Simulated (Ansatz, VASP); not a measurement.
# Two plane-wave programs on Sc

```
Sc
1.0
     3.24262    0.00000    0.00000
    -1.62131    2.92281    0.00000
     0.00000    0.00000    5.26800
Sc
2
Direct
  0.33333 0.66667 0.25000
  0.66667 0.33333 0.75000
```

Change from the starting cell: strain -0.0200 x Voigt [1, -1, 0, 0, 0, 0], atoms carried along.

Alike in both runs: task single point; functional PBEsol; k mesh 18 × 18 × 10; occupations gaussian, width 0.15 eV; no spin polarisation.

```csv
,VASP,Ansatz
version,VASP 6.6.1,Ansatz 0.2.0
potentials or method,"VASP PAW PBE potentials, release 64 (Sc_sv), cutoff 520 eV","scalar-relativistic, plane waves, PAW"
valence electrons in the cell,22,22
```

```csv
,VASP,Ansatz,Ansatz less VASP
gap on the k mesh at the Fermi level (eV),none,none,-
pressure (GPa),-2.7,-2.7,0.00
"traceless stress, the component that is largest in VASP (GPa)",1.99,1.99,0.000
rms of the force components (eV/Å),0.033,0.033,0.0000
```

VASP's potentials were made for PBE, not for PBEsol. Atom by atom the forces differ by 0.000 eV/Å (rms over components). A gap of «none» marks a metal or a gap that the smearing closes. The functional is the same, so the differences come from potentials, cutoffs and numerics.
